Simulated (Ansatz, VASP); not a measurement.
**One calculation of ReF3, two programs**

File INCAR:

```
ALGO = Normal ; EDIFF = 1E-7
ENCUT = 520 ; GGA = PE
ISIF = 2 ; ISMEAR = 0
LASPH = True ; LCHARG = False
LREAL = False ; LWAVE = False
NBANDS = 22 ; NELM = 100
PREC = Accurate ; SIGMA = 0.05
```

Contents of KPOINTS:

```
k-points
0
Gamma
  10 10 10
```

POSCAR

```
ReF3
1.0
    4.0727436752      0.0000000000      0.0000000000
    0.0000000000      4.0727436752      0.0000000000
    0.0000000000      0.0000000000      4.0727436752
Re F
1 3
Direct
    0.0000000000      0.0000000000      0.0000000000
    0.5000000000      0.0000000000      0.0000000000
    0.0000000000      0.0000000000      0.5000000000
    0.0000000000      0.5000000000      0.0000000000
```

Input for Ansatz:

```yaml
crystal:
  lattice:
    - [4.0727436752, 0.0, 0.0]
    - [0.0, 4.0727436752, 0.0]
    - [0.0, 0.0, 4.0727436752]
  atoms:
    - { symbol: Re, position: [0.0, 0.0, 0.0] }
    - { symbol: F, position: [0.5, 0.0, 0.0] }
    - { symbol: F, position: [0.0, 0.0, 0.5] }
    - { symbol: F, position: [0.0, 0.5, 0.0] }
basis:
  ecutwfc: 420
  ecutrho_ratio: 4
kpoints:
  mp_grid: { grid: [10, 10, 10] }
hamiltonian:
  xc: pbe
scf:
  occupations: { method: gaussian, width: 0.05 }
output:
  forces: true
  stress: true
  eigenvalues: true
```

Alike in both runs: task single point; functional PBE; k mesh 10 × 10 × 10; occupations gaussian, width 0.05 eV; no spin polarisation.

|  | VASP | Ansatz |
| --- | --- | --- |
| version | VASP 6.6.1 | Ansatz 0.2.0 |
| potentials or method | VASP PAW PBE potentials, release 64 (Re, F), cutoff 520 eV | scalar-relativistic, plane waves, PAW |
| valence electrons in the cell | 28 | 36 |

|  | VASP | Ansatz | Ansatz less VASP |
| --- | --- | --- | --- |
| gap on the k mesh at the Fermi level (eV) | none | none | - |
| pressure (GPa) | -1.7 | -2.5 | -0.83 |

A gap of «none» marks a metal or a gap that the smearing closes. VASP's potentials hold 28 valence electrons a cell and Ansatz's 36, so a difference there can come from the potentials and not from the codes.

Neither program's run includes spin-orbit coupling.
